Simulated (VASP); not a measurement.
# MoS2 (P6_3/mmc) in VASP: notebook

MoS2 is run at these levels: r2SCAN, PBE; tasks: single point.

All numbers are computed with VASP 6.6.1; they aren't measurements. Logs are shortened: lines on timing, memory, paths and dates and some standing lists are left out, and cuts for length are marked.

## (1) The cell of the first run

Symmetry: P6_3/mmc, No. 194, hexagonal system. The conventional cell has a = 3.173 Å, b = 3.173 Å, c = 12.436 Å, α = 90.00°, β = 90.00°, γ = 120.00°. Mo (site symmetry -6m2) has 6 S at 2.40 Å and 6 Mo at 3.17 Å within 3.2 Å. Within 3.2 Å of S (site symmetry 3m) lie 3 Mo at 2.40 Å and 7 S at 3.11 to 3.17 Å.

## (2) Single point, r2SCAN

POSCAR

```
MoS2
1.0
    3.1730195036      0.0000000000      0.0000000000
   -1.5865097518      2.7479154968      0.0000000000
    0.0000000000      0.0000000000     12.4359058305
Mo S
2 4
Direct
    0.3333333333      0.6666666667      0.2500000000
    0.6666666667      0.3333333333      0.7500000000
    0.3333333333      0.6666666667      0.6249005406
    0.6666666667      0.3333333333      0.1249005406
    0.3333333333      0.6666666667      0.8750994594
    0.6666666667      0.3333333333      0.3750994594
```

INCAR.step1

```
SYSTEM = MoS2
  PREC = Accurate
  ENCUT = 520
  ISMEAR = 0
  SIGMA = 0.01
  LREAL = .False.
  LASPH = .True.
  NELM = 60
  NBANDS = 35
  GGA = PE
  ALGO = Normal
  EDIFF = 1E-4
  LWAVE = .True.
  LCHARG = .False.
```

INCAR.step2

```
SYSTEM = MoS2
  PREC = Accurate
  ENCUT = 520
  EDIFF = 1E-6
  ISMEAR = 0
  SIGMA = 0.01
  LREAL = .False.
  LASPH = .True.
  NELM = 60
  ALGO = Normal
  ISIF = 2
  LWAVE = .False.
  LCHARG = .False.
  METAGGA = R2SCAN
  LMIXTAU = .True.
  NBANDS = 35
  ISTART = 1
```

KPOINTS

```
Automatic mesh
0
Gamma
  12 12 2
  0 0 0
```

Potentials or basis: VASP PAW PBE potentials, release 64 (Mo_sv, S).

The run is started by

```
cat potpaw_PBE.64/Mo_sv/POTCAR potpaw_PBE.64/S/POTCAR > POTCAR
cp INCAR.step1 INCAR
mpirun -np 1 vasp_std > vasp.out
cp INCAR.step2 INCAR
mpirun -np 1 vasp_std > vasp.out
```

OUTCAR:

```text
SYSTEM = MoS2
   PREC = Accurate
   ENCUT = 520
   EDIFF = 1E-6
   ISMEAR = 0
   LREAL = .False.
   LASPH = .True.
   NELM = 60
   ISIF = 2
   METAGGA = R2SCAN
   ISTART = 1

 ion  position               nearest neighbor table
   1  0.333  0.667  0.250-   4 2.40   6 2.40   4 2.40   6 2.40   4 2.40   6 2.40
   2  0.667  0.333  0.750-   3 2.40   5 2.40   3 2.40   5 2.40   3 2.40   5 2.40
   3  0.333  0.667  0.625-   2 2.40   2 2.40   2 2.40
   4  0.667  0.333  0.125-   1 2.40   1 2.40   1 2.40
   5  0.333  0.667  0.875-   2 2.40   2 2.40   2 2.40
   6  0.667  0.333  0.375-   1 2.40   1 2.40   1 2.40

  LATTYP: Found a hexagonal cell.
 ALAT       =     3.1730195036
 C/A-ratio  =     3.9192654871

  Lattice vectors:

 A1 = (   3.1730195036,   0.0000000000,   0.0000000000)
 A2 = (  -1.5865097518,   2.7479154968,   0.0000000000)
 A3 = (   0.0000000000,   0.0000000000,  12.4359058305)

Analysis of symmetry for initial positions (statically):
=====================================================================
 Subroutine PRICEL returns:
 Original cell was already a primitive cell.

 Routine SETGRP: Setting up the symmetry group for a
 hexagonal supercell.

 Subroutine GETGRP returns: Found 24 space group operations
 (whereof 12 operations were pure point group operations)
 out of a pool of 24 trial point group operations.

The static configuration has the point symmetry D_3d.
 The point group associated with its full space group is D_6h.

Analysis of symmetry for dynamics (positions and initial velocities):
=====================================================================
 Subroutine PRICEL returns:
 Original cell was already a primitive cell.

 Routine SETGRP: Setting up the symmetry group for a
 hexagonal supercell.

 Subroutine GETGRP returns: Found 24 space group operations
 (whereof 12 operations were pure point group operations)
 out of a pool of 24 trial point group operations.

The dynamic configuration has the point symmetry D_3d.
 The point group associated with its full space group is D_6h.

 Subroutine INISYM returns: Found 24 space group operations
 (whereof 12 operations are pure point group operations),
 and found     1 'primitive' translations

----------------------------------------------------------------------------------------

                                     Primitive cell

  volume of cell :     108.4310

  direct lattice vectors                    reciprocal lattice vectors
     3.173019504  0.000000000  0.000000000     0.315157218  0.181956105  0.000000000
    -1.586509752  2.747915497  0.000000000     0.000000000  0.363912210  0.000000000
     0.000000000  0.000000000 12.435905830     0.000000000  0.000000000  0.080412317

  length of vectors
     3.173019504  3.173019504 12.435905830     0.363912210  0.363912210  0.080412317

  position of ions in fractional coordinates (direct lattice)
     0.333333333  0.666666667  0.250000000
     0.666666667  0.333333333  0.750000000
     0.333333333  0.666666667  0.624900541
     0.666666667  0.333333333  0.124900541
     0.333333333  0.666666667  0.875099459
     0.666666667  0.333333333  0.375099459

  ion indices of the primitive-cell ions
   primitive index   ion index
                 1           1
                 2           2
                 3           3
                 4           4
                 5           5
                 6           6

----------------------------------------------------------------------------------------

 KPOINTS: Automatic mesh

Automatic generation of k-mesh.
 Grid dimensions read from file:
 generate k-points for:   12   12    2

 Generating k-lattice:

  Cartesian coordinates                     Fractional coordinates (reciprocal lattice)
     0.026263102  0.015163009  0.000000000     0.083333333  0.000000000  0.000000000
     0.000000000  0.030326017  0.000000000     0.000000000  0.083333333  0.000000000
     0.000000000  0.000000000  0.040206158     0.000000000  0.000000000  0.500000000

  Length of vectors
     0.030326017  0.030326017  0.040206158

  Shift w.r.t. Gamma in fractional coordinates (k-lattice)
     0.000000000  0.000000000  0.000000000

 Subroutine IBZKPT returns following result:
 ===========================================

 Found     38 irreducible k-points:

 Following reciprocal coordinates:
            Coordinates               Weight
  0.000000  0.000000  0.000000      1.000000
  0.083333 -0.000000  0.000000      6.000000
  0.166667  0.000000  0.000000      6.000000
  0.250000  0.000000  0.000000      6.000000
  0.333333  0.000000  0.000000      6.000000
  0.416667 -0.000000  0.000000      6.000000
[... 16 lines left out ...]
  0.250000  0.000000  0.500000      6.000000
  0.333333  0.000000  0.500000      6.000000
 [... further k-points ...]
   k-points           NKPTS =     38   k-points in BZ     NKDIM =     38   number of bands    NBANDS=     35
   number of dos      NEDOS =    301   number of ions     NIONS =      6
   total plane-waves  NPLWV =  55296
   dimension x,y,z NGX =    24 NGY =   24 NGZ =   96
   dimension x,y,z NGXF=    48 NGYF=   48 NGZF=  192
   ions per type =               2   4
   NGX,Y,Z   is equivalent  to a cutoff of  12.57, 12.57, 12.83 a.u.
   NGXF,Y,Z  is equivalent  to a cutoff of  25.15, 25.15, 25.67 a.u.
 SYSTEM =  MoS2
   PREC   = accura    normal or accurate (medium, high low for compatibility)
   ISTART =      1    job   : 0-new  1-cont  2-samecut
   ICHARG =      0    charge: 1-file 2-atom 10-const
   ISPIN  =      1    spin polarized calculation?
   LNONCOLLINEAR =      F non collinear calculations
   LSORBIT =      F    spin-orbit coupling
   LASPH  =      T    aspherical Exc in radial PAW
   ENCUT  =  520.0 eV  38.22 Ry    6.18 a.u.   5.90  5.90 23.12*2*pi/ulx,y,z
   NELM   =     60;   NELMIN=  2; NELMDL=  0     # of ELM steps
   EDIFF  = 0.1E-05   stopping-criterion for ELM
   LREAL  =      F    real-space projection
   EDIFFG = 0.1E-04   stopping-criterion for IOM
   NSW    =      0    number of steps for IOM
   IBRION =     -1    ionic relax: 0-MD 1-quasi-New 2-CG
   NFREE  =      0    steps in history (QN), initial steepest desc. (CG)
   ISIF   =      2    stress and relaxation
   ISYM   =      2    0-nonsym 1-usesym 2-fastsym
   POTIM  = 0.5000    time-step for ionic-motion
   TEBEG  =    0.0;   TEEND  =   0.0 temperature during run
   PSTRESS=    0.0 pullay stress
   NELECT =      52.0000    total number of electrons
   NUPDOWN=      -1.0000    fix difference up-down
   EMIN   =  10.00;   EMAX   =-10.00  energy-range for DOS
   EFERMI =   0.00;   METHOD = LEGACY
   ISMEAR =     0;   SIGMA  =   0.01  broadening in eV -4-tet -1-fermi 0-gaus
   EFERMI_NEDOS =   21; number of points for ismear=-14 and -15
   IALGO  =     38    algorithm
   IMIX   =      4    mixing-type and parameters
     AMIX     =   0.40;   BMIX     =  1.00
     AMIX_MAG =   1.60;   BMIX_MAG =  1.00
  volume/ion in A,a.u.               =      18.07       121.95
  Fermi-wavevector in a.u.,A,eV,Ry     =   1.281420  2.421532 22.341266  1.642037
  Thomas-Fermi vector in A             =   2.413791
   LORBIT       =      0    0 simple, 1 ext, 2 COOP (PROOUT), +10 PAW based schemes
   METAGGA = R2SCAN    functional components
   LHFCALC =     F    Hartree Fock is set to
   AEXX    =    0.0000 exact exchange contribution
   IVDW    =     0    specifies the selected vdW correction
   LEPSILON=     F    determine dielectric tensor
   LRPA    =     F    only Hartree local field effects (RPA)
 non-spin polarized calculation
 Gauss-broadening in eV      SIGMA  =   0.01
  energy-cutoff  :      520.00
  volume of cell :      108.43
 maximum number of plane-waves:      2944
 NGX is ok and might be reduce to    24
   NGX = 11   NGY = 11   NGZ = 47

 number of electron      51.9999999 magnetization

 Free energy of the ion-electron system (eV)
  ---------------------------------------------------
  ext. energy  EPLUGINS =         0.00000000
  ---------------------------------------------------
  free energy    TOTEN  =       -90.06136402 eV

  energy without entropy =      -90.06136402  energy(sigma->0) =      -90.06136402

 E-fermi :   7.3629     XC(G=0): -11.4099

 val. band max:        7.2282874830   @ k =   0.0000   0.0000   0.0000
 cond. band min:       8.2829926764   @ k =   0.1667   0.1667   0.0000
 fundamental gap:      1.0547051934
 Fermi energy:         7.3629482365

 k-point     1 :       0.0000    0.0000    0.0000
  band No.  band energies     occupation
      1     -56.2571      2.00000
      2     -56.2571      2.00000
      3     -29.6773      2.00000
      4     -29.6773      2.00000
      5     -29.4556      2.00000
      6     -29.4556      2.00000
[... 27 lines left out ...]
     34       9.8144      0.00000
     35      13.3089      0.00000

 k-point     2 :       0.0833   -0.0000    0.0000
  band No.  band energies     occupation
      1     -56.2543      2.00000
      2     -56.2542      2.00000
      3     -29.6716      2.00000
      4     -29.6716      2.00000
      5     -29.4840      2.00000
      6     -29.4840      2.00000
[... 27 lines left out ...]
     34       9.7081      0.00000
     35      13.8037      0.00000

 k-point     3 :       0.1667    0.0000    0.0000
  band No.  band energies     occupation
      1     -56.2463      2.00000
      2     -56.2463      2.00000
      3     -29.6560      2.00000
      4     -29.6559      2.00000
      5     -29.5610      2.00000
      6     -29.5610      2.00000
[... 27 lines left out ...]
     34      10.1743      0.00000
     35      14.8323      0.00000

 k-point     4 :       0.2500    0.0000    0.0000
  band No.  band energies     occupation
      1     -56.2355      2.00000
      2     -56.2355      2.00000
      3     -29.6648      2.00000
      4     -29.6648      2.00000
      5     -29.6346      2.00000
      6     -29.6345      2.00000
[... 27 lines left out ...]
     34      10.6663      0.00000
     35      15.2055      0.00000

 k-point     5 :       0.3333    0.0000    0.0000
  band No.  band energies     occupation
      1     -56.2247      2.00000
      2     -56.2247      2.00000
      3     -29.7670      2.00000
      4     -29.7670      2.00000
      5     -29.6130      2.00000
      6     -29.6130      2.00000
[... 638 lines left out ...]
 k-point    22 :       0.1667    0.0000    0.5000
  band No.  band energies     occupation
      1     -56.2463      2.00000
      2     -56.2463      2.00000
      3     -29.6560      2.00000
      4     -29.6560      2.00000
      5     -29.5610      2.00000
      6     -29.5610      2.00000
[... 27 lines left out ...]
     34      10.1210      0.00000
     35      14.9412      0.00000

 k-point    23 :       0.2500    0.0000    0.5000
  band No.  band energies     occupation
      1     -56.2355      2.00000
      2     -56.2355      2.00000
      3     -29.6648      2.00000
      4     -29.6648      2.00000
      5     -29.6345      2.00000
      6     -29.6345      2.00000
[... 27 lines left out ...]
     34      10.5667      0.00000
     35      15.1845      0.00000

 k-point    24 :       0.3333    0.0000    0.5000
  band No.  band energies     occupation
      1     -56.2247      2.00000
      2     -56.2247      2.00000
      3     -29.7670      2.00000
      4     -29.7670      2.00000
      5     -29.6130      2.00000
      6     -29.6130      2.00000
[... 27 lines left out ...]
     34      10.8889      0.00000
     35      14.4569      0.00000

 [... further k-points ...]

------------------------ aborting loop because EDIFF is reached ----------------------------------------

  FORCE on cell =-STRESS in cart. coord.  units (eV):
  Direction    XX          YY          ZZ          XY          YZ          ZX
  --------------------------------------------------------------------------------------
  -------------------------------------------------------------------------------------
  Total        0.8692896      0.8692896      0.7079915      0.0000000      0.0000000      0.0000000
  in kB       12.8446275     12.8446275     10.4612860      0.0000000      0.0000000      0.0000000
  external PRESSURE =      12.0501803 kB  Pullay stress =       0.0000000 kB

 VOLUME and BASIS-vectors are now :
 -----------------------------------------------------------------------------
  energy-cutoff  :      520.00
  volume of cell :      108.43
      direct lattice vectors                 reciprocal lattice vectors
     3.173019504  0.000000000  0.000000000     0.315157218  0.181956105  0.000000000
    -1.586509752  2.747915497  0.000000000     0.000000000  0.363912210  0.000000000
     0.000000000  0.000000000 12.435905830     0.000000000  0.000000000  0.080412317

 POSITION                                       TOTAL-FORCE (eV/Angst)
 -----------------------------------------------------------------------------------
     -0.00000      1.83194      3.10898        -0.000000      0.000000      0.000000
      1.58651      0.91597      9.32693         0.000000     -0.000000      0.000000
     -0.00000      1.83194      7.77120         0.000000     -0.000000      0.050543
      1.58651      0.91597      1.55325        -0.000000      0.000000      0.050543
     -0.00000      1.83194     10.88265         0.000000     -0.000000     -0.050543
      1.58651      0.91597      4.66470        -0.000000      0.000000     -0.050543
 -----------------------------------------------------------------------------------
    total drift:                               -0.000000      0.000000     -0.000000

  FREE ENERGIE OF THE ION-ELECTRON SYSTEM (eV)
  ---------------------------------------------------
  free  energy   TOTEN  =       -90.0613640238 eV

  energy  without entropy=      -90.0613640238  energy(sigma->0) =      -90.06136402
```

Wall time 5.3 min (1 thread of Intel Xeon Platinum 8259CL at 2.50GHz (Skylake/Cascade Lake), shared host); peak memory 0.3 GiB.

What came out:

- Free energy: -90.0614 eV
- Pressure: 1.2 GPa
- Largest force: 0.051 eV/Å
- Band gap on the k mesh: 1.05 eV (least direct gap 1.75 eV)

Forces on the atoms (eV/Å):
```
Mo   0.000  0.000  0.000
Mo   0.000  0.000  0.000
S    0.000  0.000  0.051
S    0.000  0.000  0.051
S    0.000  0.000 -0.051
S    0.000  0.000 -0.051
```

Caveat: the PAW data sets were made with another functional, which shifts forces and pressure a little.

[end of part 1 of 2]
